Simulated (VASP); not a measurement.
Runs of VASP 6.6.1 on Al. The structure is that of space group Im-3m (No. 229), or close to it. The cells are those of the table. 

```tsv
task	level	potentials or basis	cell	k mesh	cutoff (eV)	smearing	k mesh for the DOS	occupations for the DOS	gap on the mesh (eV)	pressure (GPa)
single point	LDA	VASP PAW LDA potentials, release 64 (Al)	a = 2.756 Å, angles 109.5°, 1 atom	8 × 8 × 8	520	gaussian 0.1 eV	-	-	none	1.0
single point	PBE	VASP PAW PBE potentials, release 64 (Al)	a = 2.756 Å, angles 109.5°, 1 atom	4 × 4 × 4, shifted	520	fermi-dirac 0.015 eV	-	-	none	3.9
single point	r2SCAN	VASP PAW PBE potentials, release 64 (Al)	a = 2.756 Å, angles 109.5°, 1 atom	10 × 10 × 10	550	gaussian 0.1 eV	-	-	none	1.0
single point	PBE	VASP PAW PBE potentials, release 64 (Al)	a = 2.765 Å, angles 109.5°, 1 atom	9 × 9 × 9	500	gaussian 0.1 eV	-	-	none	(b)
single point	RPBE	VASP PAW PBE potentials, release 64 (Al)	a = 2.756 Å, angles 109.5°, 1 atom	4 × 4 × 4, shifted	500	fermi-dirac 0.0065 eV	-	-	none	7.7
single point	PBE	VASP PAW PBE potentials, release 64 (Al)	a = 2.828 Å, angles 109.5°, 1 atom	4 × 4 × 4	500	gaussian 0.1 eV	-	-	none	(a)
single point	PBE	VASP PAW PBE potentials, release 64 (Al)	a = 2.756 Å, angles 109.5°, 1 atom	10 × 10 × 10	500	methfessel-paxton 0.41 eV	-	-	none	4.3
```

Alike in all rows: no spin polarisation.

Problem. Fill in the values left out.

Solution. (a) -2.2; (b) 3.0.

Caveats: some runs use coarse meshes; the PAW data sets were made with another functional, which shifts forces and pressure a little (some runs).

A gap of «none» marks levels without a gap at the run's occupations.
